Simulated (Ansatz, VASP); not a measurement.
**One calculation of EuS, two programs**

INCAR

```
ALGO = Normal
EDIFF = 1E-6
ENCUT = 600
GGA = PS
GGA_COMPAT = False
ISIF = 2
ISMEAR = -1
ISPIN = 2
LASPH = True
LCHARG = True
LDAU = True
LDAUJ = 0 0
LDAUL = 3 -1
LDAUPRINT = 1
LDAUTYPE = 2
LDAUU = 3 0
LELF = True
LMAXMIX = 6
LORBIT = 11
LREAL = False
LVHAR = True
LWAVE = False
MAGMOM = 9.1 0
NBANDS = 22
NELM = 200
PREC = Accurate
SIGMA = 0.15
```

Contents of KPOINTS:

```
k-points
0
Gamma
  10 10 10
```

Contents of POSCAR:

```
EuS
1.0
    0.0000000000      2.9785000000      2.9785000000
    2.9785000000      0.0000000000      2.9785000000
    2.9785000000      2.9785000000      0.0000000000
Eu S
1 1
Direct
    0.0000000000      0.0000000000      0.0000000000
    0.5000000000      0.5000000000      0.5000000000
```

Input for Ansatz:

```yaml
crystal:
  lattice:
    - [0.0, 2.9785, 2.9785]
    - [2.9785, 0.0, 2.9785]
    - [2.9785, 2.9785, 0.0]
  atoms:
    - { symbol: Eu, position: [0.0, 0.0, 0.0] }
    - { symbol: S, position: [0.5, 0.5, 0.5] }
basis:
  ecutwfc: 420.0
kpoints:
  mp_grid:
    grid: [10, 10, 10]
    shift: [0.0, 0.0, 0.0]
hamiltonian:
  xc: pbesol
  hubbard:
    - { species: Eu, l: f, u_eff: 3.0 }
magnetization:
  spin_polarized: true
  per_species:
    Eu: 9.1
scf:
  occupations:
    method: fermi_dirac
    width: 0.15
output:
  eigenvalues: true
```

Alike in both runs: task single point; functional PBEsol; k mesh 10 × 10 × 10; occupations fermi-dirac, width 0.15 eV; collinear spin; Hubbard terms Eu f U = 3.0 eV.

|  | VASP | Ansatz |
| --- | --- | --- |
| version | VASP 6.6.1 | Ansatz 0.2.0 |
| potentials or method | VASP PAW PBE potentials, release 64 (Eu, S), cutoff 600 eV | plane waves, PAW |
| valence electrons in the cell | 23 | 23 |

```csv
,VASP,Ansatz,Ansatz less VASP
gap on the k mesh at the Fermi level (eV),none,none,-
net moment per atom (μB),3.49,3.50,+0.007
size of the moment on the site where the two differ most (μB),6.66,6.82,+0.160
```

VASP's potentials were made for PBE, not for PBEsol. Site moments also hang on the region over which each program counts them. The programs project onto different local orbitals, so the same U acts differently, and such runs can settle in different states. A gap of «none» marks a metal or a gap that the smearing closes. Ansatz's warnings: filled band counts differ across k points, given moment on shells, stability check not made.

Neither program's run includes spin-orbit coupling.
